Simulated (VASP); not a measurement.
A run of VASP 6.6.1 is set up as follows.

Contents of INCAR:

```
  PREC = Accurate
  ENCUT = 520
  EDIFF = 1E-6
  ISMEAR = 0
  SIGMA = 0.1
  LREAL = False
  LASPH = True
  NELM = 100
  ALGO = Normal
  ISIF = 2
  LWAVE = False
  LCHARG = False
  GGA = PE
  NBANDS = 12
```

File KPOINTS:

```
Automatic mesh
0
Gamma
  16 16 16
```

POSCAR

```
SiB2
1.0
    0.0000000000      2.4375621281      2.4375621281
    2.4375621281      0.0000000000      2.4375621281
    2.4375621281      2.4375621281      0.0000000000
Si B
1 2
Direct
    0.0000000000      0.0000000000      0.0000000000
    0.2500000000      0.2500000000      0.2500000000
    0.7500000000      0.7500000000      0.7500000000
```

Potentials or basis: VASP PAW PBE potentials, release 64 (Si, B).

Command:

```sh
$ cat potpaw_PBE.64/Si/POTCAR potpaw_PBE.64/B/POTCAR > POTCAR
$ mpirun -np 1 vasp_std > vasp.out
```

Problem. Estimate the band gap on the k mesh.

Solution. Zero (bands 5 and 6 overlap by 1.54 eV).

Problem. Predict the pressure.

Solution. -0.2 GPa.
